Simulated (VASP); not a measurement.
Wanted: the native input for a VASP 6.6.1 run.

```yaml
Task: single point
Functional: PBE
Potentials_or_basis: VASP PAW PBE potentials, release 64 (Fe)
Cutoff: 520 eV
k_mesh: 17 × 17 × 10
Occupations: fermi-dirac, width 0.08 eV
Spin: no spin polarisation
Dipole_correction: no
Further_INCAR_settings: ALGO = Normal; EDIFF = 1e-06; NBANDS = 15
```

The structure of Fe lies in POSCAR:

```
Fe
1.0
    2.4661896480      0.0000000000      0.0000000000
   -1.2330948240      2.1357828857      0.0000000000
    0.0000000000      0.0000000000      3.8924920371
Fe
2
Direct
    0.3333333333      0.6666666667      0.2500000000
    0.6666666667      0.3333333333      0.7500000000
```

This cell differs from its parent crystal: volume scaled by 1.04.

The input as run:

INCAR

```
SYSTEM = Fe
ALGO = Normal ; EDIFF = 1E-6
ENCUT = 520 ; GGA = PE
ISIF = 2 ; ISMEAR = -1
LASPH = .TRUE. ; LCHARG = .FALSE.
LREAL = .FALSE. ; LWAVE = .FALSE.
NBANDS = 15 ; NELM = 60
PREC = Accurate ; SIGMA = 0.08
```

KPOINTS

```
k-points
0
G
  17 17 10
  0 0 0
```

Potentials or basis: VASP PAW PBE potentials, release 64 (Fe).

The run is started by

```console
$ cat potpaw_PBE.64/Fe/POTCAR > POTCAR
$ mpirun -np 1 vasp_std > vasp.out
```

It gave:

| Quantity | Value |
| --- | --- |
| Pressure | -1.8 GPa |
| Band gap on the k mesh | zero (band 8 reaches 7.66 eV, above the bottom of band 9 at 5.86 eV) |

Caveat: the run has no spin polarisation, though such a crystal can be magnetic.

It took 30 s on 1 thread of Intel(R) Xeon(R) Platinum 8488C (Sapphire Rapids), with other jobs on the host, peak memory 0.17 GiB.
